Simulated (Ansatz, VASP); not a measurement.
Two plane-wave programs on LiGeBr3

```
CELL_PARAMETERS angstrom
5.48664 0.00000 0.00000
0.00000 5.48664 0.00000
0.00000 0.00000 5.48664
ATOMIC_POSITIONS crystal
Li 0.50000 0.50000 0.50000
Ge 0.00000 0.00000 0.00000
Br 0.50000 0.00000 0.00000
Br 0.00000 0.50000 0.00000
Br 0.00000 0.00000 0.50000
```

Alike in both runs: task relaxation of cell and atoms; functional PBE; k mesh 8 × 8 × 8; no spin polarisation.

|  | VASP | Ansatz |
| --- | --- | --- |
| version | VASP 6.6.1 | Ansatz 0.2.0 |
| potentials or method | VASP PAW PBE potentials, release 64 (Li_sv, Ge_d, Br), cutoff 600 eV | scalar-relativistic, plane waves, PAW |
| occupations | gaussian, width 0.01 eV | fixed |
| valence electrons in the cell | 38 | 38 |

|  | VASP | Ansatz | Ansatz less VASP |
| --- | --- | --- | --- |
| gap on the k mesh at the Fermi level, each at its own relaxed structure (eV) | 0.46 | 0.46 | +0.002 |
| relaxed volume (Å³/atom) | 32.98 | 32.98 | 0.000 |
| relaxed cell length with the largest relative difference (Å) | 5.484 | 5.483 | 0.0000 |

Noted on VASP's run: the cutoff is short for stress, so the pressure is rough.
